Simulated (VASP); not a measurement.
Input of a VASP 6.6.1 run:

The input INCAR:

```
PREC = Accurate
ENCUT = 600
EDIFF = 1E-6
ISMEAR = 0
SIGMA = 0.05
LREAL = False
LASPH = True
NELM = 120
ALGO = Normal
ISIF = 2
LWAVE = False
LCHARG = False
GGA = PS
NBANDS = 60
GGA_COMPAT = False
```

Contents of KPOINTS:

```
regular mesh
0
Gamma
  6 6 6
```

File POSCAR:

```
ZnO2
1.0
    4.9450516819      0.0000000000      0.0000000000
    0.0000000000      4.9450516819      0.0000000000
    0.0000000000      0.0000000000      4.9450516819
Zn O
4 8
Direct
    0.0000000000      0.5000000000      0.5000000000
    0.5000000000      0.5000000000      0.0000000000
    0.5000000000      0.0000000000      0.5000000000
    0.0000000000      0.0000000000      0.0000000000
    0.4125424092      0.0874575908      0.9125424092
    0.0874575908      0.9125424092      0.4125424092
    0.9125424092      0.4125424092      0.0874575908
    0.5874575908      0.5874575908      0.5874575908
    0.4125424092      0.4125424092      0.4125424092
    0.0874575908      0.5874575908      0.9125424092
    0.9125424092      0.0874575908      0.5874575908
    0.5874575908      0.9125424092      0.0874575908
```

Potentials or basis: VASP PAW PBE potentials, release 64 (Zn, O).

Command:

```sh
$ cat potpaw_PBE.64/Zn/POTCAR potpaw_PBE.64/O/POTCAR > POTCAR
$ mpirun -np 1 vasp_std > vasp.out
```

(1) Predict the largest force.

(2) What does it give for the pressure?

(3) Estimate the band gap on the k mesh.

## Answers

(1) 0.142 eV/Å.

(2) -6.4 GPa.

(3) 2.06 eV (least direct gap 2.20 eV).

Caveat: the cell stands under tension; the PAW data sets were made with another functional, which shifts forces and pressure a little.
